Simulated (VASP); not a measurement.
Write the native input for VASP 6.6.1 that does the following.

```yaml
Task: single point
Functional: r2SCAN
Potentials_or_basis: VASP PAW PBE potentials, release 64 (Te, Mo_sv)
Cutoff: 520 eV
k_mesh: 4 × 4 × 4
Occupations: fermi-dirac, width 0.1 eV
Spin: no spin polarisation
Dipole_correction: no
Further_INCAR_settings: ALGO = Normal; EDIFF = 1e-06; NBANDS = 79
```

Te4Mo3:

```xyz
14
Lattice="5.1845 2.9933 3.9620 -5.1845 2.9933 3.9620 0.0000 -5.9866 3.9620" Properties=species:S:1:pos:R:3 pbc="T T T"
Te    0.0000    0.0000    3.4018
Te    0.0000    0.0000    8.4842
Te    1.3854    3.0755    6.8900
Te   -3.3561   -0.3380    6.8900
Te    1.9708   -2.7375    6.8900
Te   -1.3854   -3.0755    4.9960
Te    3.3561    0.3380    4.9960
Te   -1.9708    2.7375    4.9960
Mo    3.6445    3.1143    5.1002
Mo   -4.5193    1.5991    5.1002
Mo    0.8748   -4.7134    5.1002
Mo   -3.6445   -3.1143    6.7858
Mo    4.5193   -1.5991    6.7858
Mo   -0.8748    4.7134    6.7858
```

These files were run (other wordings do the same):

POSCAR

```
Te4Mo3
1.0
    5.1845277752      2.9932885083      3.9619984548
   -5.1845277752      2.9932885083      3.9619984548
    0.0000000000     -5.9865770116      3.9619984586
Te Mo
8 6
Direct
    0.2862006418      0.2862006418      0.2862006418
    0.7137993582      0.7137993582      0.7137993582
    0.8845275118      0.6173118853      0.2371888689
    0.2371888689      0.8845275118      0.6173118853
    0.6173118853      0.2371888689      0.8845275118
    0.1154724882      0.3826881147      0.7628111311
    0.7628111311      0.1154724882      0.3826881147
    0.3826881147      0.7628111311      0.1154724882
    0.9539796502      0.2510216721      0.0822861634
    0.0822861634      0.9539796502      0.2510216721
    0.2510216721      0.0822861634      0.9539796502
    0.0460203498      0.7489783279      0.9177138366
    0.9177138366      0.0460203498      0.7489783279
    0.7489783279      0.9177138366      0.0460203498
```

INCAR.step1

```
PREC = Accurate
ENCUT = 520
ISMEAR = -1
SIGMA = 0.1
LREAL = F
LASPH = T
NELM = 80
NBANDS = 79
GGA = PE
ALGO = Normal
EDIFF = 1E-4
LWAVE = T
LCHARG = F
```

INCAR.step2

```
PREC = Accurate
ENCUT = 520
EDIFF = 1E-6
ISMEAR = -1
SIGMA = 0.1
LREAL = F
LASPH = T
NELM = 80
ALGO = Normal
ISIF = 2
LWAVE = F
LCHARG = T
METAGGA = R2SCAN
LMIXTAU = T
LELF = T
LVHAR = T
NBANDS = 79
ISTART = 1
```

KPOINTS

```
Automatic mesh
0
Gamma
  4 4 4
```

Potentials or basis: VASP PAW PBE potentials, release 64 (Te, Mo_sv).

Run with:

```console
$ cat potpaw_PBE.64/Te/POTCAR potpaw_PBE.64/Mo_sv/POTCAR > POTCAR
$ cp INCAR.step1 INCAR
$ mpirun -np 1 vasp_std > vasp.out
$ cp INCAR.step2 INCAR
$ mpirun -np 1 vasp_std > vasp.out
```

Results of the run:

* Pressure: 0.2 GPa
* Largest force: 0.052 eV/Å
* Band gap on the k mesh: 0.07 eV (least direct gap 0.08 eV)

Caveat: semilocal functionals underestimate gaps, and a narrow one can read as zero; the PAW data sets were made with another functional, which shifts forces and pressure a little; spin-orbit coupling is left out, which moves the levels of the heavy elements.

It took 36 min on 1 thread of Oxide Virtual Turin-like Processor, with other jobs on the host, peak memory 0.57 GiB.
